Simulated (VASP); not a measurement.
# Nb3Cd (P6_3/mmc) in VASP: further runs, part 2 of 3

VASP 6.6.1. Earlier steps stand in the parts before.

## 3. Single point, PBE

This run uses another cell than the first one, of 18.12 Å³/atom.

INCAR

```
SYSTEM = Nb3Cd
PREC = Accurate
ENCUT = 520
EDIFF = 1E-7
ISMEAR = 0
SIGMA = 0.1
LREAL = .False.
LASPH = .True.
NELM = 80
ALGO = Fast
ISIF = 2
LWAVE = .False.
LCHARG = .False.
GGA = PE
NBANDS = 61
```

KPOINTS

```
regular mesh
0
Gamma
  6 6 4
  0 0 0
```

POSCAR

```
Nb3Cd
1.0
    5.9298958827      0.0000000000      0.0000000000
   -2.9649479414      5.1354404763      0.0000000000
    0.0000000000      0.0000000000      4.7596563833
Nb Cd
6 2
Direct
    0.8330000000      0.6660000000      0.2500000000
    0.1670000000      0.8330000000      0.7500000000
    0.3340000000      0.1670000000      0.2500000000
    0.1670000000      0.3340000000      0.7500000000
    0.8330000000      0.1670000000      0.2500000000
    0.6660000000      0.8330000000      0.7500000000
    0.3333333333      0.6666666667      0.2500000000
    0.6666666667      0.3333333333      0.7500000000
```

Potentials or basis: VASP PAW PBE potentials, release 64 (Nb_sv, Cd).

Started as:

```
$ cat potpaw_PBE.64/Nb_sv/POTCAR potpaw_PBE.64/Cd/POTCAR > POTCAR
$ mpirun -np 1 vasp_std > vasp.out
```

Wall time 6.5 min (1 thread of Intel Xeon 6975P-C (Granite Rapids), shared host); peak memory 0.36 GiB.

The run converged. Its results:

```yaml
Free_energy: -60.7362 eV
Pressure: 4.6 GPa
Largest_force: 0.638 eV/Å
Band_gap_on_the_k_mesh: zero (bands 51 and 52 overlap by 1.16 eV)
```

Forces on the atoms (eV/Å):
```
Nb   0.000  0.638  0.000
Nb  -0.552  0.319  0.000
Nb  -0.552 -0.319  0.000
Nb   0.000 -0.638  0.000
Nb   0.552 -0.319  0.000
Nb   0.552  0.319  0.000
Cd   0.000  0.000  0.000
Cd   0.000  0.000  0.000
```

Stress tensor (GPa, compression positive):
```
4.13 0.00 0.00
0.00 4.13 0.00
0.00 0.00 5.57
```

Levels at points of the mesh, in eV from the Fermi level:
```tsv
k point	band 48	band 49	band 50	band 51	band 52	band 53	band 54	band 55
(0.00, 0.00, 0.00)	-0.70	-0.21	-0.15	0.07	0.07	0.49	0.49	0.58
(0.50, 0.00, 0.00)	-1.06	-0.67	-0.07	0.04	0.07	0.40	0.41	0.91
(0.00, 0.00, 0.50)	-1.31	0.03	0.03	0.88	0.88	0.88	0.88	1.75
(0.50, 0.00, 0.50)	-1.03	-0.69	-0.69	-0.07	-0.07	0.04	0.04	1.22
```

Caveat: the cell stands under pressure.

## 4. Relaxation of cell and atoms, PBE

This run uses another cell than the first one, of 18.12 Å³/atom.

INCAR

```
PREC = Accurate
ENCUT = 600
EDIFF = 1E-7
ISMEAR = 0
SIGMA = 0.1
LREAL = F
LASPH = T
NELM = 60
ALGO = Fast
ISIF = 3
LWAVE = F
LCHARG = F
GGA = PE
IBRION = 2
NSW = 90
EDIFFG = -0.04
```

KPOINTS

```
regular mesh
0
Gamma
  3 3 4
```

POSCAR is that of step 3.

Potentials or basis: VASP PAW PBE potentials, release 64 (Nb_sv, Cd).

Started as:

```
$ cat potpaw_PBE.64/Nb_sv/POTCAR potpaw_PBE.64/Cd/POTCAR > POTCAR
$ mpirun -np 1 vasp_std > vasp.out
```

OUTCAR:

```text
PREC = Accurate
   ENCUT = 600
   EDIFF = 1E-7
   ISMEAR = 0
   LREAL = F
   LASPH = T
   NELM = 60
   ISIF = 3
   GGA = PE
   IBRION = 2
   NSW = 90
   EDIFFG = -0.04

 ion  position               nearest neighbor table
   1  0.833  0.666  0.250-   8 2.93   8 2.93   2 2.93   2 2.93   6 2.93   6 2.93   3 2.96   5 2.96
                             7 2.96   7 2.96   3 2.97   5 2.97
   2  0.167  0.833  0.750-   7 2.93   7 2.93   1 2.93   1 2.93   3 2.93   3 2.93   6 2.96   4 2.96
                             8 2.96   8 2.96   6 2.97   4 2.97
   3  0.334  0.167  0.250-   8 2.93   8 2.93   4 2.93   4 2.93   2 2.93   2 2.93   5 2.96   1 2.96
                             7 2.96   7 2.96   5 2.97   1 2.97
   4  0.167  0.334  0.750-   7 2.93   7 2.93   5 2.93   5 2.93   3 2.93   3 2.93   6 2.96   2 2.96
                             8 2.96   8 2.96   6 2.97   2 2.97
   5  0.833  0.167  0.250-   8 2.93   8 2.93   4 2.93   4 2.93   6 2.93   6 2.93   3 2.96   1 2.96
                             7 2.96   7 2.96   3 2.97   1 2.97
   6  0.666  0.833  0.750-   7 2.93   7 2.93   1 2.93   1 2.93   5 2.93   5 2.93   2 2.96   4 2.96
                             8 2.96   8 2.96   2 2.97   4 2.97
   7  0.333  0.667  0.250-   2 2.93   2 2.93   6 2.93   6 2.93   4 2.93   4 2.93   1 2.96   3 2.96
                             5 2.96   5 2.96   1 2.96   3 2.96
   8  0.667  0.333  0.750-   5 2.93   5 2.93   3 2.93   3 2.93   1 2.93   1 2.93   4 2.96   6 2.96
                             2 2.96   2 2.96   4 2.96   6 2.96

  LATTYP: Found a hexagonal cell.
 ALAT       =     5.9298958827
 C/A-ratio  =     0.8026542923

  Lattice vectors:

 A1 = (   5.9298958827,   0.0000000000,   0.0000000000)
 A2 = (  -2.9649479414,   5.1354404763,   0.0000000000)
 A3 = (   0.0000000000,   0.0000000000,   4.7596563833)

Analysis of symmetry for initial positions (statically):
=====================================================================
 Subroutine PRICEL returns:
 Original cell was already a primitive cell.

 Routine SETGRP: Setting up the symmetry group for a
 hexagonal supercell.

 Subroutine GETGRP returns: Found 24 space group operations
 (whereof 12 operations were pure point group operations)
 out of a pool of 24 trial point group operations.

The static configuration has the point symmetry D_3d.
[... 126 lines left out ...]
   ISMEAR =     0;   SIGMA  =   0.10  broadening in eV -4-tet -1-fermi 0-gaus
   EFERMI_NEDOS =   21; number of points for ismear=-14 and -15
   IALGO  =     68    algorithm
   IMIX   =      4    mixing-type and parameters
     AMIX     =   0.40;   BMIX     =  1.00
     AMIX_MAG =   1.60;   BMIX_MAG =  1.00
  volume/ion in A,a.u.               =      18.12       122.27
  Fermi-wavevector in a.u.,A,eV,Ry     =   1.456157  2.751737 28.849687  2.120392
  Thomas-Fermi vector in A             =   2.573108
   LORBIT       =      0    0 simple, 1 ext, 2 COOP (PROOUT), +10 PAW based schemes
   GGA     = PE    functional components
   LHFCALC =     F    Hartree Fock is set to
   AEXX    =    0.0000 exact exchange contribution
   IVDW    =     0    specifies the selected vdW correction
   LEPSILON=     F    determine dielectric tensor
   LRPA    =     F    only Hartree local field effects (RPA)
 conjugate gradient relaxation of ions
 non-spin polarized calculation
 RMM-DIIS sequential band-by-band and
 Gauss-broadening in eV      SIGMA  =   0.10
  energy-cutoff  :      600.00
  volume of cell :      144.94
 maximum number of plane-waves:      4866
 NGX is ok and might be reduce to    48
   NGX = 23   NGY = 23   NGZ = 19

--------------------------------------- Ionic step        1  -------------------------------------------

 number of electron     101.9999996 magnetization

 Free energy of the ion-electron system (eV)
  ---------------------------------------------------
  ext. energy  EPLUGINS =         0.00000000
  ---------------------------------------------------
  free energy    TOTEN  =       -60.83678114 eV

  energy without entropy =      -60.80068792  energy(sigma->0) =      -60.81873453

------------------------ aborting loop because EDIFF is reached ----------------------------------------

  FORCE on cell =-STRESS in cart. coord.  units (eV):
  Direction    XX          YY          ZZ          XY          YZ          ZX
  --------------------------------------------------------------------------------------
  -------------------------------------------------------------------------------------
  Total        3.4868255      3.4868255      5.0824315     -0.0000000      0.0000000      0.0000000
  in kB       38.5425484     38.5425484     56.1800015     -0.0000000      0.0000000      0.0000000
  external PRESSURE =      44.4216994 kB  Pullay stress =       0.0000000 kB
[... 197 lines left out ...]
--------------------------------------- Ionic step        6  -------------------------------------------

 number of electron     101.9999989 magnetization

 Free energy of the ion-electron system (eV)
  ---------------------------------------------------
  ext. energy  EPLUGINS =         0.00000000
  ---------------------------------------------------
  free energy    TOTEN  =       -61.05358824 eV

  energy without entropy =      -61.02779307  energy(sigma->0) =      -61.04069066

 E-fermi :   9.0237     XC(G=0): -12.1768

 val. band max:        8.9913707765   @ k =   0.3333   0.3333   0.0000
 cond. band min:       9.0900723466   @ k =   0.3333   0.3333   0.2500
 fundamental gap:      0.0987015701
 Fermi energy:         9.0237389734

 k-point     1 :       0.0000    0.0000    0.0000
  band No.  band energies     occupation
      1     -45.6571      2.00000
      2     -45.5120      2.00000
      3     -45.5120      2.00000
      4     -45.5018      2.00000
      5     -45.4363      2.00000
      6     -45.4363      2.00000
[... 600 lines left out ...]
  FREE ENERGIE OF THE ION-ELECTRON SYSTEM (eV)
  ---------------------------------------------------
  free  energy   TOTEN  =       -61.0535882428 eV

  energy  without entropy=      -61.0277930724  energy(sigma->0) =      -61.04069066

 reached required accuracy - stopping structural energy minimisation
```

CONTCAR:

```text
Nb3Cd
   1.00000000000000
     5.9718223086890330   -0.0000000000003855    0.0000000000000000
    -2.9859111543952035    5.1717498262983197    0.0000000000000000
     0.0000000000000000    0.0000000000000000    4.8507540308412143
  Nb              Cd
     6     2
Direct
     0.8398367046711891    0.6796734093423790    0.2500000000000000
     0.1601632953288114    0.8398367046711896    0.7500000000000000
     0.3203265906576223    0.1601632953288109    0.2500000000000000
     0.1601632953288109    0.3203265906576211    0.7500000000000000
     0.8398367046711885    0.1601632953288103    0.2500000000000000
     0.6796734093423777    0.8398367046711891    0.7500000000000000
     0.3333333332999970    0.6666666667000030    0.2500000000000000
     0.6666666667000030    0.3333333332999970    0.7500000000000000

  0.00000000E+00  0.00000000E+00  0.00000000E+00
  0.00000000E+00  0.00000000E+00  0.00000000E+00
  0.00000000E+00  0.00000000E+00  0.00000000E+00
  0.00000000E+00  0.00000000E+00  0.00000000E+00
  0.00000000E+00  0.00000000E+00  0.00000000E+00
  0.00000000E+00  0.00000000E+00  0.00000000E+00
  0.00000000E+00  0.00000000E+00  0.00000000E+00
  0.00000000E+00  0.00000000E+00  0.00000000E+00
```

It took 16 min on 1 thread of Intel Xeon 6975P-C (Granite Rapids), shared host; peak memory 0.36 GiB.

What came out:

| Quantity | Value |
| --- | --- |
| Free energy | -61.0536 eV |
| Relaxed volume | 18.73 Å³/atom |
| Relaxed cell | a = 5.972 Å, b = 5.972 Å, c = 4.851 Å, α = 90.00°, β = 90.00°, γ = 120.00° |
| Space group after relaxing (to 0.1 Å) | P6_3/mmc (No. 194) |
| Energy gained by relaxing | 27.1 meV/atom |
| Ionic steps | 6 |
| Pressure after relaxing | 0.1 GPa |
| Largest force after relaxing | 0.010 eV/Å |
| Band gap on the k mesh | zero (bands 51 and 52 overlap by 1.18 eV) |

Forces in eV/Å, atoms in the order of the input:
```
Nb   0.000  0.010  0.000
Nb  -0.009  0.005  0.000
Nb  -0.009 -0.005  0.000
Nb   0.000 -0.010  0.000
Nb   0.009 -0.005  0.000
Nb   0.009  0.005  0.000
Cd   0.000  0.000  0.000
Cd   0.000  0.000  0.000
```

Step by step:
| step | energy change (eV) | largest force (eV/Å) | pressure (GPa) | volume (Å³) |
| --- | --- | --- | --- | --- |
| 1 | 0.0000 | 0.6899 | 4.44 | 144.94 |
| 2 | -0.0519 | 0.4717 | -5.74 | 155.73 |
| 3 | -0.1211 | 0.5610 | -1.76 | 150.95 |
| 4 | -0.2068 | 0.1977 | -0.57 | 150.18 |
| 5 | -0.2168 | 0.0231 | 0.06 | 149.84 |
| 6 | -0.2168 | 0.0102 | 0.11 | 149.81 |

Final structure:
```yaml
crystal:
  lattice:
    - [5.97182, 0.00000, 0.00000]
    - [-2.98591, 5.17175, 0.00000]
    - [0.00000, 0.00000, 4.85075]
  atoms:
    - { symbol: Nb, position: [0.83984, 0.67967, 0.25000] }
    - { symbol: Nb, position: [0.16016, 0.83984, 0.75000] }
    - { symbol: Nb, position: [0.32033, 0.16016, 0.25000] }
    - { symbol: Nb, position: [0.16016, 0.32033, 0.75000] }
    - { symbol: Nb, position: [0.83984, 0.16016, 0.25000] }
    - { symbol: Nb, position: [0.67967, 0.83984, 0.75000] }
    - { symbol: Cd, position: [0.33333, 0.66667, 0.25000] }
    - { symbol: Cd, position: [0.66667, 0.33333, 0.75000] }
```

Levels at points of the mesh, in eV from the Fermi level:
```tsv
k point	band 49	band 50	band 51	band 52	band 53	band 54
(0.00, 0.00, 0.00)	-0.40	-0.07	0.17	0.17	0.45	0.45
(0.00, 0.00, 0.50)	0.16	0.16	0.82	0.82	0.82	0.82
```

Caveat: the k points lie up to 0.40 Å⁻¹ apart in the final cell, too coarse for converged energies and pressures of a metal.

(Part 2 of 3 ends here.)

The gap in the log of VASP goes by the Fermi energy; the results here count the filled bands.